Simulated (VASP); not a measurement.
# CaSe (I4/mmm) in VASP: a series of runs

The runs below take CaSe through single point, with LDA.

Program: VASP 6.6.1. These are calculated values, not measurements. Logs are shortened: lines on timing, memory, paths and dates and some standing lists are left out, and cuts for length are marked.

## Step 1: The cell of the first run

The structure is tetragonal, space group I4/mmm (No. 139). Conventional cell: a = 4.693 Å, b = 4.693 Å, c = 4.692 Å, α = 90.00°, β = 90.00°, γ = 90.00°. Ca (site symmetry 4/mmm) has 2 Se at 2.35 Å within 3.1 Å. Within 3.1 Å of Se (site symmetry 4/mmm) lie 2 Ca at 2.35 Å.

## Step 2: Single point, LDA

Contents of INCAR:

```
SYSTEM = CaSe
PREC     = Accurate       ! precision mode
ENCUT    = 520            ! plane-wave cutoff, eV
EDIFF    = 1E-6           ! SCF threshold, eV
ISMEAR   = 0              ! smearing method
SIGMA    = 0.05           ! smearing width, eV
LREAL    = .False.        ! projectors in reciprocal space
LASPH    = .True.         ! aspherical terms in the spheres
NELM     = 80             ! most SCF steps
ALGO     = Normal         ! electronic algorithm
ISIF     = 2              ! what is computed and relaxed
LWAVE    = .False.        ! write WAVECAR
LCHARG   = .True.         ! write CHGCAR
LELF     = .True.         ! ELF
LVHAR    = .True.       
NBANDS   = 15             ! bands
```

Contents of KPOINTS:

```
regular mesh
0
Gamma
  10 10 10
  0 0 0
```

Contents of POSCAR:

```
CaSe
1.0
    0.0000000000      3.3181648501      2.3459425490
    3.3181648501      0.0000000000      2.3459425490
    3.3181648501      3.3181648501      0.0000000000
Ca Se
1 1
Direct
    0.0000000000      0.0000000000      0.0000000000
    0.5000000000      0.5000000000      0.5000000000
```

Potentials or basis: VASP PAW LDA potentials, release 64 (Ca_sv, Se).

Command:

```sh
> cat potpaw_LDA.64/Ca_sv/POTCAR potpaw_LDA.64/Se/POTCAR > POTCAR
> mpirun -np 1 vasp_std > vasp.out
```

OUTCAR:

```text
SYSTEM = CaSe
   PREC = Accurate
   ENCUT = 520
   EDIFF = 1E-6
   ISMEAR = 0
   LREAL = .False.
   LASPH = .True.
   NELM = 80
   ISIF = 2

 ion  position               nearest neighbor table
   1  0.000  0.000  0.000-   2 2.35   2 2.35
   2  0.500  0.500  0.500-   1 2.35   1 2.35

  LATTYP: Found a body centered tetragonal cell.
 ALAT       =     4.6925937332
 C/A-ratio  =     0.9998489886

  Lattice vectors:

 A1 = (   0.0000000000,  -3.3181648501,  -2.3459425490)
 A2 = (   0.0000000000,   3.3181648501,  -2.3459425490)
 A3 = (   3.3181648501,   0.0000000000,   2.3459425490)

Analysis of symmetry for initial positions (statically):
=====================================================================
 Subroutine PRICEL returns:
 Original cell was already a primitive cell.

 Routine SETGRP: Setting up the symmetry group for a
 body centered tetragonal supercell.

 Subroutine GETGRP returns: Found 16 space group operations
 (whereof 16 operations were pure point group operations)
 out of a pool of 16 trial point group operations.

The static configuration has the point symmetry D_4h.

Analysis of symmetry for dynamics (positions and initial velocities):
=====================================================================
 Subroutine PRICEL returns:
 Original cell was already a primitive cell.

 Routine SETGRP: Setting up the symmetry group for a
 body centered tetragonal supercell.

 Subroutine GETGRP returns: Found 16 space group operations
 (whereof 16 operations were pure point group operations)
 out of a pool of 16 trial point group operations.

The dynamic configuration has the point symmetry D_4h.

 Subroutine INISYM returns: Found 16 space group operations
 (whereof 16 operations are pure point group operations),
 and found     1 'primitive' translations

----------------------------------------------------------------------------------------

                                     Primitive cell

  volume of cell :      51.6587

  direct lattice vectors                    reciprocal lattice vectors
     0.000000000  3.318164850  2.345942549    -0.150685702  0.150685702  0.213133949
     3.318164850  0.000000000  2.345942549     0.150685702 -0.150685702  0.213133949
     3.318164850  3.318164850  0.000000000     0.150685702  0.150685702 -0.213133949

  length of vectors
     4.063700828  4.063700828  4.692593733     0.301394164  0.301394164  0.301394164

  position of ions in fractional coordinates (direct lattice)
     0.000000000  0.000000000  0.000000000
     0.500000000  0.500000000  0.500000000

  ion indices of the primitive-cell ions
   primitive index   ion index
                 1           1
                 2           2

----------------------------------------------------------------------------------------

 KPOINTS: regular mesh

Automatic generation of k-mesh.
 Grid dimensions read from file:
 generate k-points for:   10   10   10

 Generating k-lattice:

  Cartesian coordinates                     Fractional coordinates (reciprocal lattice)
    -0.015068570  0.015068570  0.021313395     0.100000000 -0.000000000  0.000000000
     0.015068570 -0.015068570  0.021313395    -0.000000000  0.100000000  0.000000000
     0.015068570  0.015068570 -0.021313395     0.000000000  0.000000000  0.100000000

  Length of vectors
     0.030139416  0.030139416  0.030139416

  Shift w.r.t. Gamma in fractional coordinates (k-lattice)
     0.000000000  0.000000000  0.000000000

 Subroutine IBZKPT returns following result:
 ===========================================

 Found    102 irreducible k-points:

 Following reciprocal coordinates:
            Coordinates               Weight
  0.000000  0.000000  0.000000      1.000000
  0.100000  0.000000  0.000000      8.000000
  0.200000  0.000000  0.000000      8.000000
  0.300000  0.000000  0.000000      8.000000
  0.400000  0.000000  0.000000      8.000000
  0.500000  0.000000  0.000000      4.000000
[... 16 lines left out ...]
  0.300000  0.300000  0.000000      2.000000
  0.400000  0.300000  0.000000      8.000000
 [... further k-points ...]
   k-points           NKPTS =    102   k-points in BZ     NKDIM =    102   number of bands    NBANDS=     15
   number of dos      NEDOS =    301   number of ions     NIONS =      2
   total plane-waves  NPLWV =  32400
   dimension x,y,z NGX =    30 NGY =   30 NGZ =   36
   dimension x,y,z NGXF=    60 NGYF=   60 NGZF=   72
   ions per type =               1   1
   NGX,Y,Z   is equivalent  to a cutoff of  12.27, 12.27, 12.75 a.u.
   NGXF,Y,Z  is equivalent  to a cutoff of  24.55, 24.55, 25.51 a.u.
 SYSTEM =  CaSe
   PREC   = accura    normal or accurate (medium, high low for compatibility)
   ISTART =      0    job   : 0-new  1-cont  2-samecut
   ICHARG =      2    charge: 1-file 2-atom 10-const
   ISPIN  =      1    spin polarized calculation?
   LNONCOLLINEAR =      F non collinear calculations
   LSORBIT =      F    spin-orbit coupling
   LASPH  =      T    aspherical Exc in radial PAW
   ENCUT  =  520.0 eV  38.22 Ry    6.18 a.u.   7.56  7.56  8.73*2*pi/ulx,y,z
   NELM   =     80;   NELMIN=  2; NELMDL= -5     # of ELM steps
   EDIFF  = 0.1E-05   stopping-criterion for ELM
   LREAL  =      F    real-space projection
   EDIFFG = 0.1E-04   stopping-criterion for IOM
   NSW    =      0    number of steps for IOM
   IBRION =     -1    ionic relax: 0-MD 1-quasi-New 2-CG
   NFREE  =      0    steps in history (QN), initial steepest desc. (CG)
   ISIF   =      2    stress and relaxation
   ISYM   =      2    0-nonsym 1-usesym 2-fastsym
   POTIM  = 0.5000    time-step for ionic-motion
   TEBEG  =    0.0;   TEEND  =   0.0 temperature during run
   PSTRESS=    0.0 pullay stress
   NELECT =      16.0000    total number of electrons
   NUPDOWN=      -1.0000    fix difference up-down
   EMIN   =  10.00;   EMAX   =-10.00  energy-range for DOS
   EFERMI =   0.00;   METHOD = LEGACY
   ISMEAR =     0;   SIGMA  =   0.05  broadening in eV -4-tet -1-fermi 0-gaus
   EFERMI_NEDOS =   21; number of points for ismear=-14 and -15
   IALGO  =     38    algorithm
   IMIX   =      4    mixing-type and parameters
     AMIX     =   0.40;   BMIX     =  1.00
     AMIX_MAG =   1.60;   BMIX_MAG =  1.00
  volume/ion in A,a.u.               =      25.83       174.30
  Fermi-wavevector in a.u.,A,eV,Ry     =   1.107645  2.093145 16.692666  1.226876
  Thomas-Fermi vector in A             =   2.244161
   LORBIT       =      0    0 simple, 1 ext, 2 COOP (PROOUT), +10 PAW based schemes
   GGA     = CA    functional components
   LHFCALC =     F    Hartree Fock is set to
   AEXX    =    0.0000 exact exchange contribution
   IVDW    =     0    specifies the selected vdW correction
   LEPSILON=     F    determine dielectric tensor
   LRPA    =     F    only Hartree local field effects (RPA)
 non-spin polarized calculation
 Gauss-broadening in eV      SIGMA  =   0.05
  energy-cutoff  :      520.00
  volume of cell :       51.66
 maximum number of plane-waves:      1433
   NGX = 15   NGY = 15   NGZ = 17

 number of electron      16.0000001 magnetization

 Free energy of the ion-electron system (eV)
  ---------------------------------------------------
  ext. energy  EPLUGINS =         0.00000000
  ---------------------------------------------------
  free energy    TOTEN  =        -8.52484455 eV

  energy without entropy =       -8.52484455  energy(sigma->0) =       -8.52484455

 E-fermi :   3.5182     XC(G=0):  -9.3242

 val. band max:        3.2219315377   @ k =   0.0000   0.0000   0.0000
 cond. band min:       3.7734264977   @ k =   0.0000   0.0000   0.0000
 fundamental gap:      0.5514949601
 Fermi energy:         3.5182143909

 k-point     1 :       0.0000    0.0000    0.0000
  band No.  band energies     occupation
      1     -36.4427      2.00000
      2     -18.1107      2.00000
      3     -17.7627      2.00000
      4     -17.7627      2.00000
      5      -9.7481      2.00000
      6       2.1833      2.00000
      7       2.1833      2.00000
      8       3.2219      2.00000
      9       3.7734      0.00000
     10       5.4946      0.00000
     11       5.4946      0.00000
     12       5.8511      0.00000
     13       7.6264      0.00000
     14       9.9181      0.00000
     15      12.7450      0.00000

 k-point     2 :       0.1000    0.0000    0.0000
  band No.  band energies     occupation
      1     -36.4418      2.00000
      2     -18.1299      2.00000
      3     -17.7675      2.00000
      4     -17.7658      2.00000
      5      -9.6369      2.00000
      6       1.6979      2.00000
      7       1.9356      2.00000
      8       2.7976      2.00000
      9       4.2131      0.00000
     10       5.7535      0.00000
     11       5.8193      0.00000
     12       6.1327      0.00000
     13       7.5436      0.00000
     14      10.3887      0.00000
     15      12.3406      0.00000

 k-point     3 :       0.2000    0.0000    0.0000
  band No.  band energies     occupation
      1     -36.4394      2.00000
      2     -18.1806      2.00000
      3     -17.7783      2.00000
      4     -17.7739      2.00000
      5      -9.3322      2.00000
      6       0.8340      2.00000
      7       1.4424      2.00000
      8       1.9588      2.00000
      9       4.8904      0.00000
     10       6.1929      0.00000
     11       6.6807      0.00000
     12       7.0290      0.00000
     13       7.3967      0.00000
     14      10.8864      0.00000
     15      11.8786      0.00000
[... 343 lines left out ...]
 k-point    23 :       0.3000    0.3000    0.0000
  band No.  band energies     occupation
      1     -36.4310      2.00000
      2     -18.3001      2.00000
      3     -17.8100      2.00000
      4     -17.8100      2.00000
      5      -8.4862      2.00000
      6      -0.3339      2.00000
      7       0.6299      2.00000
      8       0.6299      2.00000
      9       4.9177      0.00000
     10       6.0065      0.00000
     11       7.2625      0.00000
     12       9.1216      0.00000
     13       9.1216      0.00000
     14      11.7796      0.00000
     15      11.7796      0.00000

 k-point    24 :       0.4000    0.3000    0.0000
  band No.  band energies     occupation
      1     -36.4290      2.00000
      2     -18.2744      2.00000
      3     -17.8219      2.00000
      4     -17.8211      2.00000
      5      -8.6496      2.00000
      6      -0.0253      2.00000
      7       0.5813      2.00000
      8       0.6024      2.00000
      9       4.6890      0.00000
     10       6.8392      0.00000
     11       7.7046      0.00000
     12       8.5355      0.00000
     13       8.5552      0.00000
     14      11.7438      0.00000
     15      12.1545      0.00000

 [... further k-points ...]

------------------------ aborting loop because EDIFF is reached ----------------------------------------

  FORCE on cell =-STRESS in cart. coord.  units (eV):
  Direction    XX          YY          ZZ          XY          YZ          ZX
  --------------------------------------------------------------------------------------
  -------------------------------------------------------------------------------------
  Total       -2.3717732     -2.3717732     21.2748803      0.0000000      0.0000000      0.0000000
  in kB      -73.5597853    -73.5597853    659.8335944      0.0000000      0.0000000      0.0000000
  external PRESSURE =     170.9046746 kB  Pullay stress =       0.0000000 kB

 VOLUME and BASIS-vectors are now :
 -----------------------------------------------------------------------------
  energy-cutoff  :      520.00
  volume of cell :       51.66
      direct lattice vectors                 reciprocal lattice vectors
     0.000000000  3.318164850  2.345942549    -0.150685702  0.150685702  0.213133949
     3.318164850  0.000000000  2.345942549     0.150685702 -0.150685702  0.213133949
     3.318164850  3.318164850  0.000000000     0.150685702  0.150685702 -0.213133949

 POSITION                                       TOTAL-FORCE (eV/Angst)
 -----------------------------------------------------------------------------------
      0.00000      0.00000      0.00000        -0.000000      0.000000     -0.000000
      3.31816      3.31816      2.34594         0.000000     -0.000000      0.000000
 -----------------------------------------------------------------------------------
    total drift:                               -0.000000      0.000000      0.000000

  FREE ENERGIE OF THE ION-ELECTRON SYSTEM (eV)
  ---------------------------------------------------
  free  energy   TOTEN  =        -8.5248445486 eV

  energy  without entropy=       -8.5248445486  energy(sigma->0) =       -8.52484455
```

It took 30 s on 1 thread of Intel Xeon 6975P-C (Granite Rapids), shared host; peak memory 0.22 GiB.

Results:

| Property | Result |
| --- | --- |
| Free energy | -8.5248 eV |
| Pressure | 17.1 GPa |
| Band gap on the k mesh | 0.55 eV |

Levels at points of the mesh, in eV from the valence-band top:
| k point | band 5 | band 6 | band 7 | band 8 | band 9 | band 10 | band 11 | band 12 |
| --- | --- | --- | --- | --- | --- | --- | --- | --- |
| (0.00, 0.00, 0.00) | -12.97 | -1.04 | -1.04 | 0.00 | 0.55 | 2.27 | 2.27 | 2.63 |
| (0.50, 0.00, 0.00) | -11.61 | -4.27 | -2.63 | -2.60 | 3.23 | 4.17 | 5.16 | 5.26 |
| (0.50, 0.50, 0.00) | -12.37 | -2.60 | -2.60 | -1.68 | 0.79 | 4.46 | 4.46 | 4.83 |
| (0.50, 0.00, 0.50) | -12.57 | -3.73 | -1.20 | -0.72 | 1.38 | 2.52 | 4.66 | 4.74 |

Caveat: the stress differs along the axes, from -7 to 66 GPa; semilocal functionals underestimate gaps, and a narrow one can read as zero.

[end of part 1 of 2]
